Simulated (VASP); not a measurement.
# LiSi16 (a cell with a defect) in VASP: a series of runs

Runs on LiSi16 (a cell with a defect). Level: LDA. Tasks: single point.

Everything below comes from runs of VASP 6.6.1. Logs are shortened: lines on timing, memory, paths and dates and some standing lists are left out, and cuts for length are marked.

## (1) The cell of the first run

The cell holds a defect, 17 atoms: a = 7.679 Å, b = 7.679 Å, c = 7.679 Å, α = 60.00°, β = 60.00°, γ = 60.00°.

## (2) Single point, LDA, collinear spin, zero start

INCAR

```
SYSTEM = LiSi16
ALGO = Normal
EDIFF = 1E-7
ENCUT = 520
ISIF = 2
ISMEAR = -1
ISPIN = 2
LASPH = .True.
LCHARG = .True.
LELF = .True.
LORBIT = 11
LREAL = Auto
LVHAR = .True.
LWAVE = .False.
MAGMOM = 0 0 0 0 0 0 0 0 0 0 0 0 0 0 0 0 0
NBANDS = 52
NELM = 150
PREC = Accurate
SIGMA = 0.05
```

KPOINTS

```
k-points
0
Gamma
  2 2 2
  0 0 0
```

POSCAR

```
LiSi16
1.0
    0.0000000000      5.4300000000      5.4300000000
    5.4300000000      0.0000000000      5.4300000000
    5.4300000000      5.4300000000      0.0000000000
Si Li
16 1
Direct
    0.0323664825      0.0027900552     -0.0198802947
    0.1223388582      0.1667955801      0.1011970534
    0.0295764273     -0.0473112339      0.4721731123
    0.1350184162      0.1262523020      0.5480202578
   -0.0309116022      0.5333977901     -0.0022928177
    0.1424493554      0.6203683241      0.1182136280
   -0.0235359116      0.5098526703      0.4823388582
    0.1475874770      0.5715653775      0.6285451197
    0.4833885820      0.0568324125      0.0132044199
    0.6426519337      0.1116758748      0.1703867403
    0.4745211786     -0.0114640884      0.5371731123
    0.6515377532      0.1190883978      0.6098802947
    0.5082780847      0.4716298343      0.0460865562
    0.5579650092      0.6871178637      0.1255524862
    0.5348710866      0.4663996317      0.5045211786
    0.5977255985      0.6093278085      0.6628821363
    0.8708287293      0.9325046041      0.8486372007
```

Potentials or basis: VASP PAW LDA potentials, release 64 (Si, Li_sv).

Started as:

```
$ cat potpaw_LDA.64/Si/POTCAR potpaw_LDA.64/Li_sv/POTCAR > POTCAR
$ mpirun -np 1 vasp_std > vasp.out
```

OUTCAR:

```text
SYSTEM = LiSi16
   EDIFF = 1E-7
   ENCUT = 520
   ISIF = 2
   ISMEAR = -1
   ISPIN = 2
   LASPH = .True.
   LORBIT = 11
   LREAL = Auto
   NELM = 150
   PREC = Accurate

 ion  position               nearest neighbor table
   1  0.032  0.003  0.980-  17 2.31   2 2.37   6 2.40  10 2.48   4 2.74
   2  0.122  0.167  0.101-   9 2.28   5 2.31   1 2.37   3 2.41
   3  0.030  0.953  0.472-   4 2.26   8 2.40  12 2.40   2 2.41  17 2.47
   4  0.135  0.126  0.548-  11 2.24   3 2.26   7 2.44  17 2.56   1 2.74
   5  0.969  0.533  0.998-   2 2.31   8 2.38   6 2.41  17 2.51  14 2.58
   6  0.142  0.620  0.118-   7 2.30  13 2.32   1 2.40   5 2.41
   7  0.976  0.510  0.482-   6 2.30  16 2.40   8 2.42   4 2.44
   8  0.148  0.572  0.629-   5 2.38   3 2.40   7 2.42  15 2.44
   9  0.483  0.057  0.013-   2 2.28  14 2.36  10 2.37  17 2.44  12 2.57
  10  0.643  0.112  0.170-  13 2.26  11 2.33   9 2.37   1 2.48  17 2.78
  11  0.475  0.989  0.537-   4 2.24  10 2.33  16 2.38  12 2.42
  12  0.652  0.119  0.610-  15 2.18   3 2.40  11 2.42  17 2.51   9 2.57
  13  0.508  0.472  0.046-  10 2.26  14 2.27   6 2.32  16 2.42
  14  0.558  0.687  0.126-  13 2.27   9 2.36  15 2.50   5 2.58
  15  0.535  0.466  0.505-  12 2.18  16 2.32   8 2.44  14 2.50
  16  0.598  0.609  0.663-  15 2.32  11 2.38   7 2.40  13 2.42
  17  0.871  0.933  0.849-   1 2.31   9 2.44   3 2.47  12 2.51   5 2.51   4 2.56  10 2.78

  LATTYP: Found a face centered cubic cell.
 ALAT       =    10.8600000000

  Lattice vectors:

 A1 = (   0.0000000000,   5.4300000000,   5.4300000000)
 A2 = (   5.4300000000,   0.0000000000,   5.4300000000)
 A3 = (   5.4300000000,   5.4300000000,   0.0000000000)

Analysis of symmetry for initial positions (statically):
=====================================================================
 Subroutine PRICEL returns:
 Original cell was already a primitive cell.

 Routine SETGRP: Setting up the symmetry group for a
 face centered cubic supercell.

 Subroutine GETGRP returns: Found  1 space group operations
 (whereof  1 operations were pure point group operations)
 out of a pool of 48 trial point group operations.

The static configuration has the point symmetry C_1 .

Analysis of symmetry for dynamics (positions and initial velocities):
=====================================================================
 Subroutine PRICEL returns:
 Original cell was already a primitive cell.

 Routine SETGRP: Setting up the symmetry group for a
 face centered cubic supercell.

 Subroutine GETGRP returns: Found  1 space group operations
 (whereof  1 operations were pure point group operations)
 out of a pool of 48 trial point group operations.

The dynamic configuration has the point symmetry C_1 .

Analysis of structural, dynamic, and magnetic symmetry:
=====================================================================
 Subroutine PRICEL returns:
 Original cell was already a primitive cell.

 Routine SETGRP: Setting up the symmetry group for a
 face centered cubic supercell.

 Subroutine GETGRP returns: Found  1 space group operations
 (whereof  1 operations were pure point group operations)
 out of a pool of 48 trial point group operations.

The overall configuration has the point symmetry C_1 .

 Subroutine INISYM returns: Found  1 space group operations
 (whereof  1 operations are pure point group operations),
 and found     1 'primitive' translations

----------------------------------------------------------------------------------------

                                     Primitive cell

  volume of cell :     320.2060

  direct lattice vectors                    reciprocal lattice vectors
     0.000000000  5.430000000  5.430000000    -0.092081031  0.092081031  0.092081031
     5.430000000  0.000000000  5.430000000     0.092081031 -0.092081031  0.092081031
     5.430000000  5.430000000  0.000000000     0.092081031  0.092081031 -0.092081031

  length of vectors
     7.679179644  7.679179644  7.679179644     0.159489025  0.159489025  0.159489025

  position of ions in fractional coordinates (direct lattice)
[... 43 lines left out ...]
  ---------------------------------------------------
  free energy    TOTEN  =       -93.57842618 eV

  energy without entropy =      -93.53863572  energy(sigma->0) =      -93.55853095

 E-fermi :   6.5705     XC(G=0):  -9.7573

 val. band max:        6.5520780924   @ k =   0.0000   0.0000   0.0000
 cond. band min:       6.6441906659   @ k =   0.0000   0.5000   0.5000
 fundamental gap:      0.0921125735
 Fermi energy:         6.5704844419

 spin component 1

 k-point     1 :       0.0000    0.0000    0.0000
  band No.  band energies     occupation
      1     -39.2423      1.00000
      2      -6.0181      1.00000
      3      -3.8624      1.00000
      4      -3.7115      1.00000
      5      -3.5910      1.00000
      6      -3.4999      1.00000
[... 373 lines left out ...]
     44       9.9823      0.00000
     45      10.0815      0.00000
 Fermi energy:         6.5704844419

 spin component 2

 k-point     1 :       0.0000    0.0000    0.0000
  band No.  band energies     occupation
      1     -39.2424      1.00000
      2      -6.0181      1.00000
      3      -3.8624      1.00000
      4      -3.7115      1.00000
      5      -3.5910      1.00000
      6      -3.4999      1.00000
[... 373 lines left out ...]
     44       9.9823      0.00000
     45      10.0815      0.00000
 [bands above 45 left out]

------------------------ aborting loop because EDIFF is reached ----------------------------------------

  FORCE on cell =-STRESS in cart. coord.  units (eV):
  Direction    XX          YY          ZZ          XY          YZ          ZX
  --------------------------------------------------------------------------------------
  -------------------------------------------------------------------------------------
  Total       -3.4115775     -2.2043798     -0.1871234     -0.7402108      1.3506369      4.0860862
  in kB      -17.0701110    -11.0297970     -0.9362875     -3.7037063      6.7580237     20.4450709
  external PRESSURE =      -9.6787319 kB  Pullay stress =       0.0000000 kB

 VOLUME and BASIS-vectors are now :
 -----------------------------------------------------------------------------
  energy-cutoff  :      520.00
  volume of cell :      320.21
      direct lattice vectors                 reciprocal lattice vectors
     0.000000000  5.430000000  5.430000000    -0.092081031  0.092081031  0.092081031
     5.430000000  0.000000000  5.430000000     0.092081031 -0.092081031  0.092081031
     5.430000000  5.430000000  0.000000000     0.092081031  0.092081031 -0.092081031

 POSITION                                       TOTAL-FORCE (eV/Angst)
 -----------------------------------------------------------------------------------
      5.33720      5.49780      0.19090         0.163148     -0.113964      0.445682
      1.45520      1.21380      1.57000        -0.073119     -0.048603     -1.071300
      7.73700      2.72450      5.33370        -0.554973     -0.799826     -0.077485
      3.66130      3.70890      1.41870         2.340583      0.492946      0.000294
      8.31390     10.67970      8.15850         0.228493     -0.066295     -0.185361
      4.01050      1.41540      4.14210         0.243096     -0.904287     -0.153069
[... 9 lines left out ...]
      6.90810      6.84510      6.55430        -0.182056      0.490100      0.450083
      9.67160      9.33670      9.79210        -0.156599      0.002704     -0.328820
 -----------------------------------------------------------------------------------
    total drift:                                0.005976     -0.004662      0.009094

  FREE ENERGIE OF THE ION-ELECTRON SYSTEM (eV)
  ---------------------------------------------------
  free  energy   TOTEN  =       -93.5784261771 eV

  energy  without entropy=      -93.5386357178  energy(sigma->0) =      -93.55853095

 total charge

# of ion       s       p       d       tot
------------------------------------------
    1        0.773   0.891   0.000   1.664
    2        0.757   0.930   0.000   1.687
    3        0.757   0.951   0.000   1.708
    4        0.770   0.927   0.000   1.697
    5        0.761   0.926   0.000   1.687
    6        0.752   0.939   0.000   1.691
[... 9 lines left out ...]
   16        0.757   0.923   0.000   1.680
   17        2.032   0.115   0.000   2.147
--------------------------------------------------
tot         14.207  14.971   0.000  29.178

 magnetization (x)

# of ion       s       p       d       tot
------------------------------------------
    1        0.000   0.000   0.000   0.000
    2        0.000  -0.000   0.000   0.000
    3       -0.000  -0.000   0.000  -0.000
    4        0.000   0.000   0.000   0.000
    5        0.000   0.000   0.000   0.000
    6       -0.000  -0.000   0.000  -0.000
[... 9 lines left out ...]
   16        0.000  -0.000   0.000   0.000
   17        0.000   0.000   0.000   0.000
--------------------------------------------------
tot          0.000   0.000   0.000   0.000
```

It took 4.7 min on 1 thread of Intel Xeon Platinum 8488C (Sapphire Rapids), shared host; peak memory 0.48 GiB.

Results:

```
Free energy                                           : -93.5784 eV
Largest force                                         : 2.912 eV/Å
Net moment                                            : 0.00 μB per cell
Valence electrons inside the program's atomic spheres : Si 1.66, 1.69, 1.71, 1.70, 1.67, 1.72, 1.68; Li 2.15
```

Forces in eV/Å, atoms in the order of the input:
```
Si   0.163 -0.114  0.446
Si  -0.073 -0.049 -1.071
Si  -0.555 -0.800 -0.077
Si   2.341  0.493  0.000
Si   0.228 -0.066 -0.185
Si   0.243 -0.904 -0.153
Si   0.054  0.877 -0.337
Si  -0.036 -0.334  0.174
Si  -0.793 -0.325  0.276
Si  -1.152  0.353 -0.013
Si  -0.461  1.123  0.681
Si  -0.614  0.874 -1.743
Si  -0.292 -1.504  0.437
Si  -0.105  2.254  0.486
Si   1.391 -2.372  0.960
Si  -0.182  0.490  0.450
Li  -0.157  0.003 -0.329
```

Caveat: the k points lie up to 0.50 Å⁻¹ apart; the cutoff is under 1.25 times the usual one of these potentials, so pressure, stress and relaxed cells hold a basis-set (Pulay) error.

## (3) Single point, LDA, collinear spin, zero start

INCAR

```
SYSTEM = LiSi16
PREC = Accurate ; ENCUT = 520
EDIFF = 1E-6 ; ISMEAR = -1
SIGMA = 0.05 ; LREAL = Auto
LASPH = .TRUE. ; NELM = 150
ALGO = Normal ; ISIF = 2
LWAVE = .FALSE. ; LCHARG = .FALSE.
ISPIN = 2 ; MAGMOM = 0 0 0 0 0 0 0 0 0 0 0 0 0 0 0 0 0
LORBIT = 11 ; NBANDS = 52
```

KPOINTS

```
regular mesh
0
G
  2 2 2
  0 0 0
```

POSCAR

```
LiSi16
1.0
    0.0000000000      5.4300000000      5.4300000000
    5.4300000000      0.0000000000      5.4300000000
    5.4300000000      5.4300000000      0.0000000000
Si Li
16 1
Direct
    0.0337292818      0.0192357274     -0.0373756906
    0.1218416206      0.1563167587      0.1001104972
   -0.0015561694     -0.0305432781      0.4769705341
    0.1322836096      0.1079189687      0.6179005525
   -0.0179558011      0.4991712707     -0.0002209945
    0.0978729282      0.6558103131      0.1160681400
   -0.0072744015      0.4925966851      0.4880662983
    0.1041252302      0.6034069982      0.6285267035
    0.4966482505      0.0431860037     -0.0048618785
    0.6718600368      0.1149723757      0.1301104972
    0.5131307551     -0.0405340700      0.5198526703
    0.6251012891      0.1247513812      0.6291896869
    0.4903775322      0.5054051565      0.0318692449
    0.6221915285      0.6704051565      0.1249171271
    0.4825782689      0.4931491713      0.5297790055
    0.6340699816      0.5900552486      0.6487292818
    0.8985082873      0.8878821363      0.8420441989
```

Potentials or basis: VASP PAW LDA potentials, release 64 (Si, Li_sv).

Started as:

```
$ cat potpaw_LDA.64/Si/POTCAR potpaw_LDA.64/Li_sv/POTCAR > POTCAR
$ mpirun -np 1 vasp_std > vasp.out
```

Run time: 4.3 min. Hardware: 1 thread of Intel Xeon Platinum 8488C (Sapphire Rapids), shared host; peak memory 0.48 GiB.

It converged, with:

```yaml
Free_energy: -94.0653 eV
Largest_force: 2.880 eV/Å
Net_moment: 0.00 μB per cell
Valence_electrons_inside_the_program's_atomic_spheres: Si 1.78, 1.73, 1.69, 1.71, 1.76, 1.72, 1.66, 1.70, 1.64, 1.68; Li 2.15
```

Forces in eV/Å, atoms in the order of the input:
```
Si   1.143  0.936 -0.777
Si  -0.957  2.118 -1.108
Si   0.778 -0.421  1.377
Si  -1.900 -1.587  1.470
Si   1.470 -0.737  1.413
Si  -1.340  1.363 -0.007
Si  -0.808  0.201 -0.394
Si  -0.278  0.805  0.703
Si   0.221  0.568  0.107
Si   1.480 -1.157 -0.949
Si   0.306 -0.412  1.015
Si  -0.836 -0.602 -0.498
Si  -0.277 -0.031  0.336
Si   0.176 -0.043 -2.338
Si  -0.641 -0.949  0.865
Si   1.182 -0.044 -0.757
Li   0.281 -0.009 -0.460
```

Levels at points of the mesh, in eV from the Fermi level:
Spin up:
| k point | band 31 | band 32 | band 33 | band 34 | band 35 | band 36 |
| --- | --- | --- | --- | --- | --- | --- |
| (0.00, 0.00, 0.00) | -0.66 | -0.63 | -0.43 | -0.35 | -0.12 | -0.06 |
| (0.50, 0.00, 0.00) | -1.51 | -1.04 | -0.82 | 0.11 | 0.40 | 0.59 |
| (0.00, 0.50, 0.00) | -1.17 | -1.11 | -1.00 | 0.35 | 0.56 | 0.63 |
| (0.00, 0.00, 0.50) | -1.20 | -1.10 | -1.02 | 0.06 | 0.46 | 0.51 |
| (0.50, 0.50, 0.50) | -1.23 | -1.22 | -1.03 | 0.06 | 0.43 | 0.49 |
| (0.50, 0.50, 0.00) | -1.69 | -1.62 | -1.40 | 0.32 | 0.46 | 1.12 |
| (0.00, 0.50, 0.50) | -1.73 | -1.56 | -1.37 | 0.23 | 0.33 | 1.15 |
| (0.50, 0.00, 0.50) | -1.72 | -1.67 | -1.49 | 0.24 | 0.49 | 1.23 |
Spin down:
| k point | band 31 | band 32 | band 33 | band 34 | band 35 | band 36 |
| --- | --- | --- | --- | --- | --- | --- |
| (0.00, 0.00, 0.00) | -0.66 | -0.63 | -0.43 | -0.35 | -0.12 | -0.06 |
| (0.50, 0.00, 0.00) | -1.51 | -1.04 | -0.82 | 0.11 | 0.40 | 0.59 |
| (0.00, 0.50, 0.00) | -1.17 | -1.11 | -1.00 | 0.35 | 0.56 | 0.63 |
| (0.00, 0.00, 0.50) | -1.20 | -1.10 | -1.02 | 0.06 | 0.46 | 0.51 |
| (0.50, 0.50, 0.50) | -1.23 | -1.22 | -1.03 | 0.06 | 0.43 | 0.49 |
| (0.50, 0.50, 0.00) | -1.69 | -1.62 | -1.40 | 0.32 | 0.46 | 1.12 |
| (0.00, 0.50, 0.50) | -1.73 | -1.56 | -1.37 | 0.23 | 0.33 | 1.15 |
| (0.50, 0.00, 0.50) | -1.72 | -1.67 | -1.49 | 0.24 | 0.49 | 1.23 |

Caveat: the k points lie up to 0.50 Å⁻¹ apart; the cutoff is under 1.25 times the usual one of these potentials, so pressure, stress and relaxed cells hold a basis-set (Pulay) error.

## (4) Single point, LDA, collinear spin, zero start

INCAR

```
SYSTEM = LiSi16
ALGO = Normal ; EDIFF = 1E-7
ENCUT = 520 ; GGA = CA
ISIF = 2 ; ISMEAR = -1
ISPIN = 2 ; LASPH = .TRUE.
LCHARG = .FALSE. ; LORBIT = 11
LREAL = Auto ; LWAVE = .FALSE.
MAGMOM = 0 0 0 0 0 0 0 0 0 0 0 0 0 0 0 0 0 ; NBANDS = 52
NELM = 150 ; PREC = Accurate
SIGMA = 0.05
```

KPOINTS

```
k-points
0
G
  2 2 2
  0 0 0
```

POSCAR

```
LiSi16
1.0
    0.0000000000      5.4300000000      5.4300000000
    5.4300000000      0.0000000000      5.4300000000
    5.4300000000      5.4300000000      0.0000000000
Si Li
16 1
Direct
   -0.0207826888      0.0068416206      0.0170994475
    0.1407366483      0.1014364641      0.1429097606
   -0.0321270718      0.0538029466      0.4975414365
    0.1768784530      0.1033057090      0.6038581952
    0.0255616943      0.4555801105      0.0192265193
    0.1318692449      0.6020349908      0.1401197053
    0.0131952118      0.4657366483      0.5169152855
    0.0933701657      0.6733701657      0.5989871087
    0.5118232044     -0.0298895028      0.0049171271
    0.5924585635      0.1731583794      0.1010036832
    0.5479005525     -0.0172744015      0.4579926335
    0.5915285451      0.1393554328      0.6274217311
    0.4933977901      0.5469152855     -0.0203591160
    0.6332965009      0.5855064457      0.1627071823
    0.4576335175      0.5284438306      0.5180755064
    0.6367219153      0.6246040516      0.6067771639
    0.9210036832      0.8569705341      0.8600644567
```

Started as:

```
$ cat potpaw_LDA.64/Si/POTCAR potpaw_LDA.64/Li_sv/POTCAR > POTCAR
$ mpirun -np 1 vasp_std > vasp.out
```

Wall time 4.2 min (1 thread of Intel Xeon Platinum 8488C (Sapphire Rapids), shared host); peak memory 0.48 GiB.

It converged, with:

```yaml
Free_energy: -93.9992 eV
Largest_force: 2.236 eV/Å
Net_moment: 0.00 μB per cell
Valence_electrons_inside_the_program's_atomic_spheres: Si 1.65, 1.72, 1.68, 1.69, 1.66, 1.71; Li 2.14
```

Forces on the atoms (eV/Å):
```
Si  -0.304  0.544  0.732
Si  -1.237 -0.332 -0.803
Si  -0.500  0.014  0.116
Si   0.998  0.378 -1.430
Si   0.802 -1.847  0.971
Si   0.863 -0.628  0.180
Si   0.422 -0.754  0.885
Si  -0.029  0.877 -1.184
Si   0.627 -0.044  0.195
Si  -1.380  0.575  0.092
Si   1.224 -0.488  0.471
Si   0.162  0.161  0.244
Si  -0.283  0.294 -0.413
Si  -0.639 -0.416  1.354
Si  -0.559  0.610 -0.510
Si  -0.338  0.856 -0.403
Li   0.171  0.200 -0.495
```

Levels at points of the mesh, in eV from the Fermi level:
Spin up:
| k point | band 29 | band 30 | band 31 | band 32 | band 33 | band 34 | band 35 | band 36 | band 37 | band 38 |
| --- | --- | --- | --- | --- | --- | --- | --- | --- | --- | --- |
| (0.00, 0.00, 0.00) | -1.57 | -1.30 | -1.06 | -0.73 | -0.62 | -0.37 | -0.23 | -0.16 | -0.03 | 0.07 |
| (0.50, 0.00, 0.00) | -2.28 | -1.53 | -1.41 | -1.24 | -0.87 | 0.19 | 0.37 | 0.45 | 0.52 | 0.73 |
| (0.00, 0.50, 0.00) | -2.55 | -1.45 | -1.24 | -1.22 | -1.10 | 0.41 | 0.47 | 0.54 | 0.63 | 0.76 |
| (0.00, 0.00, 0.50) | -2.45 | -1.66 | -1.42 | -1.23 | -1.15 | 0.22 | 0.37 | 0.47 | 0.59 | 0.64 |
| (0.50, 0.50, 0.50) | -2.56 | -1.54 | -1.37 | -1.19 | -0.99 | 0.20 | 0.44 | 0.52 | 0.70 | 0.75 |
| (0.50, 0.50, 0.00) | -2.40 | -2.08 | -1.93 | -1.69 | -1.59 | 0.27 | 0.31 | 1.40 | 1.43 | 1.48 |
| (0.00, 0.50, 0.50) | -2.34 | -1.96 | -1.85 | -1.84 | -1.50 | 0.15 | 0.29 | 1.22 | 1.37 | 1.52 |
| (0.50, 0.00, 0.50) | -2.20 | -2.04 | -1.90 | -1.80 | -1.51 | 0.11 | 0.33 | 1.18 | 1.42 | 1.52 |
Spin down:
| k point | band 30 | band 31 | band 32 | band 33 | band 34 | band 35 | band 36 | band 37 |
| --- | --- | --- | --- | --- | --- | --- | --- | --- |
| (0.00, 0.00, 0.00) | -1.30 | -1.06 | -0.73 | -0.62 | -0.37 | -0.23 | -0.16 | -0.03 |
| (0.50, 0.00, 0.00) | -1.53 | -1.41 | -1.24 | -0.87 | 0.19 | 0.37 | 0.45 | 0.52 |
| (0.00, 0.50, 0.00) | -1.45 | -1.24 | -1.22 | -1.10 | 0.41 | 0.47 | 0.54 | 0.63 |
| (0.00, 0.00, 0.50) | -1.66 | -1.42 | -1.23 | -1.15 | 0.22 | 0.37 | 0.47 | 0.59 |
| (0.50, 0.50, 0.50) | -1.54 | -1.37 | -1.19 | -0.99 | 0.20 | 0.44 | 0.52 | 0.70 |
| (0.50, 0.50, 0.00) | -2.08 | -1.93 | -1.69 | -1.59 | 0.27 | 0.31 | 1.40 | 1.43 |
| (0.00, 0.50, 0.50) | -1.96 | -1.85 | -1.84 | -1.50 | 0.15 | 0.29 | 1.22 | 1.37 |
| (0.50, 0.00, 0.50) | -2.04 | -1.90 | -1.80 | -1.51 | 0.11 | 0.33 | 1.18 | 1.42 |

Caveat: the k points lie up to 0.50 Å⁻¹ apart; the cutoff is under 1.25 times the usual one of these potentials, so pressure, stress and relaxed cells hold a basis-set (Pulay) error.
